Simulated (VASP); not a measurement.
A run of VASP 6.6.1:

Contents of INCAR:

```
SYSTEM = H
PREC = Accurate
ENCUT = 520
EDIFF = 1E-7
ISMEAR = 1
SIGMA = 0.02
LREAL = .FALSE.
LASPH = .TRUE.
NELM = 80
ALGO = Normal
ISIF = 2
LWAVE = .FALSE.
LCHARG = .FALSE.
GGA = PS
NBANDS = 8
```

Contents of KPOINTS:

```
Automatic mesh
0
G
  1 1 1
  0 0 0
```

POSCAR

```
H
1.0
    9.0000000000      0.0000000000      0.0000000000
    0.0000000000      9.5000000000      0.0000000000
    0.0000000000      0.0000000000     10.0000000000
H
2
Direct
    0.5000000000      0.5000000000      0.4620881587
    0.5000000000      0.5000000000      0.5379118413
```

Potentials or basis: VASP PAW PBE potentials, release 64 (H).

Run with:

```bash
$ cat potpaw_PBE.64/H/POTCAR > POTCAR
$ mpirun -np 1 vasp_gam > vasp.out
```

Hardware: 1 thread of Intel(R) Xeon(R) Platinum 8488C (Sapphire Rapids), with other jobs on the host.

**Question.** Estimate the wall time of this run.

**Answer.** It took 31 s on 1 thread of Intel(R) Xeon(R) Platinum 8488C (Sapphire Rapids) (shared host), peak memory 0.65 GiB. Counts: scf iterations 21, k points 1.
